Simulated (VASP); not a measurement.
# Si16N (a cell with a defect) in VASP: a series of runs, part 2 of 2

VASP 6.6.1. The steps go on from the part before.

## (5) Single point, PBEsol, collinear spin, zero start

INCAR reads:

```
PREC = Accurate ; ENCUT = 520
EDIFF = 1E-6 ; ISMEAR = 0
SIGMA = 0.02 ; LREAL = Auto
LASPH = T ; NELM = 150
ALGO = Normal ; ISIF = 2
LWAVE = F ; LCHARG = T
ISPIN = 2 ; MAGMOM = 0 0 0 0 0 0 0 0 0 0 0 0 0 0 0 0 0
LORBIT = 11 ; GGA = PS
LELF = T ; LVHAR = T
NBANDS = 52
```

KPOINTS reads:

```
Automatic mesh
0
Gamma
  1 1 1
```

POSCAR reads:

```
Si16N
1.0
    0.0000000000      5.4300000000      5.4300000000
    5.4300000000      0.0000000000      5.4300000000
    5.4300000000      5.4300000000      0.0000000000
Si N
16 1
Direct
    0.0885767956     -0.1058294659      0.0523311234
    0.1151023020      0.2200479742      0.0308236648
   -0.1041328729      0.0588553407      0.3507662063
    0.2036615101      0.1338165746      0.7291473297
   -0.0553378453      0.5899238490     -0.0914433702
    0.1122719153      0.5629229282      0.1098872007
    0.0368759669      0.4557356354      0.4778078269
    0.0784023020      0.7094582873      0.5330404236
    0.4641344383      0.0006327808      0.0541009208
    0.5854029466      0.1159644567      0.1740648250
    0.5062800184     -0.1438223757      0.8103704420
    0.7508610497      0.0858938306      0.6930279006
    0.4740346225      0.4732801105      0.0053869245
    0.5994049724      0.6202228361      0.1046764273
    0.4499456722      0.6245854512      0.4494942910
    0.6891931860      0.4228333333      0.6684519337
    0.8179819521      0.9906381215      0.2197119705
```

Command:

```
$ cat potpaw_PBE.64/Si/POTCAR potpaw_PBE.64/N/POTCAR > POTCAR
$ mpirun -np 1 vasp_gam > vasp.out
```

Wall time 89 s (1 thread of AMD EPYC 9R14 (Zen 4), shared host); peak memory 0.56 GiB.

The run converged. Its results:

| Item | Value |
| --- | --- |
| Free energy | -88.1634 eV |
| Pressure | 6.9 GPa |
| Largest force | 0.785 eV/Å |
| Band gap on the k mesh | 0.26 eV |
| Net moment | 1.00 μB per cell |
| Site moments | Si +0.03, -0.00, +0.01, +0.02, +0.05, +0.04, +0.09, +0.00; N +0.01 μB |
| Valence electrons inside the program's atomic spheres | Si 1.67, 1.68, 1.66, 1.73, 1.74, 1.69, 1.65, 1.63, 1.70, 1.62; N 3.87 |

Forces in eV/Å, atoms in the order of the input:
```
Si  -0.053  0.135 -0.147
Si   0.033  0.075  0.210
Si   0.241  0.468  0.269
Si   0.092  0.020 -0.066
Si   0.077  0.177  0.120
Si   0.100  0.003  0.087
Si   0.223 -0.194  0.011
Si  -0.165  0.155 -0.105
Si   0.270  0.067 -0.541
Si  -0.161 -0.080  0.164
Si   0.067  0.024  0.677
Si  -0.433  0.071 -0.650
Si  -0.132 -0.127  0.107
Si  -0.125  0.153 -0.248
Si   0.414 -0.506  0.354
Si  -0.016 -0.195 -0.029
N   -0.434 -0.247 -0.214
```

Stress tensor (GPa, compression positive):
```
 9.24 -1.31  1.77
-1.31  1.19  1.74
 1.77  1.74 10.30
```

Levels at points of the mesh, in eV from the valence-band top:
Spin up:
```csv
k point,band 33,band 34,band 35,band 36,band 37,band 38
"(0.00, 0.00, 0.00)",-0.42,-0.05,0.00,0.55,1.27,1.40
```
Spin down:
```
           k point  band 30  band 31  band 32  band 33  band 34  band 35  band 36  band 37  band 38  band 39
(0.00, 0.00, 0.00)    -0.81    -0.75    -0.55    -0.36     0.00     0.26     0.65     1.35     1.45     1.63
```

Caveat: the k points lie up to 1.00 Å⁻¹ apart; the PAW data sets were made with another functional, which shifts forces and pressure a little.

## (6) Single point, PBEsol, collinear spin, zero start

INCAR reads:

```
PREC = Accurate
ENCUT = 520
EDIFF = 1E-6
ISMEAR = 0
SIGMA = 0.02
LREAL = Auto
LASPH = T
NELM = 150
ALGO = Normal
ISIF = 2
LWAVE = F
LCHARG = F
ISPIN = 2
MAGMOM = 0 0 0 0 0 0 0 0 0 0 0 0 0 0 0 0 0
LORBIT = 11
GGA = PS
NBANDS = 52
```

KPOINTS reads:

```
regular mesh
0
Gamma
  1 1 1
```

POSCAR reads:

```
Si16N
1.0
    0.0000000000      5.4300000000      5.4300000000
    5.4300000000      0.0000000000      5.4300000000
    5.4300000000      5.4300000000      0.0000000000
Si N
16 1
Direct
    0.1021569061      0.0018847145     -0.0557302026
    0.1549301105      0.1469376611      0.1078046961
   -0.0090279006     -0.0036050645      0.4781652855
    0.1033036832      0.1309324125      0.6049303867
   -0.0147757827      0.5164763352      0.0030709945
    0.0769430018      0.6403017495      0.1585127993
   -0.0280798343      0.4958273481      0.5291056169
    0.1165712707      0.6236790055      0.6290311234
    0.5215928177     -0.0144289134      0.0024060773
    0.6305500921      0.0783303867      0.1660416206
    0.4705638122     -0.0173140884      0.5366448435
    0.6173156538      0.1180552486      0.6281937385
    0.4773477901      0.4702140884      0.0428888582
    0.6115565378      0.6131469613      0.1390454880
    0.4907087477      0.4919621547      0.5147354512
    0.5967711786      0.6078334254      0.6665330571
    0.8966300184      0.9131867403      0.1554528545
```

Potentials or basis: VASP PAW PBE potentials, release 64 (Si, N).

Command:

```
$ cat potpaw_PBE.64/Si/POTCAR potpaw_PBE.64/N/POTCAR > POTCAR
$ mpirun -np 1 vasp_gam > vasp.out
```

Run time: 1.7 min. Hardware: 1 thread of AMD EPYC 9R14 (Zen 4), shared host; peak memory 0.57 GiB.

Results (log left out):

```
Free energy                                           : -83.5830 eV
Pressure                                              : 5.4 GPa
Largest force                                         : 1.631 eV/Å
Band gap on the k mesh                                : 0.07 eV
Net moment                                            : 1.00 μB per cell
Site moments                                          : Si +0.02, +0.01, +0.00, +0.03, +0.04, +0.05; N +0.01 μB
Valence electrons inside the program's atomic spheres : Si 1.70, 1.71, 1.69, 1.74, 1.61, 1.66, 1.65; N 3.81
```

Forces in eV/Å, atoms in the order of the input:
```
Si  -1.049  0.618  1.085
Si   0.028 -0.347  0.140
Si   0.001 -0.268 -0.264
Si   0.464 -0.202  0.282
Si   0.708  0.138 -0.444
Si   0.033  0.009  0.665
Si  -0.072 -0.338 -0.595
Si  -0.305 -0.227  0.373
Si  -0.395  0.079 -0.636
Si   0.265 -0.124  0.157
Si   0.451  1.172 -0.709
Si  -0.325 -0.292  0.482
Si   0.506  0.159 -1.328
Si  -0.122 -0.151  1.011
Si   0.074  0.362 -0.701
Si  -0.078 -0.396  1.100
N   -0.185 -0.190 -0.618
```

Stress tensor (GPa, compression positive):
```
3.66 0.05 0.43
0.05 4.44 0.14
0.43 0.14 8.22
```

Levels at points of the mesh, in eV from the valence-band top:
Spin up:
```
           k point  band 31  band 32  band 33  band 34  band 35  band 36  band 37  band 38  band 39  band 40
(0.00, 0.00, 0.00)    -0.98    -0.39    -0.15    -0.10    -0.04     0.33     0.64     0.79     0.84     1.12
```
Spin down:
```csv
k point,band 32,band 33,band 34,band 35,band 36,band 37
"(0.00, 0.00, 0.00)",-0.37,-0.06,0.00,0.07,0.36,0.67
```

Caveat: the k points lie up to 1.00 Å⁻¹ apart; the PAW data sets were made with another functional, which shifts forces and pressure a little.
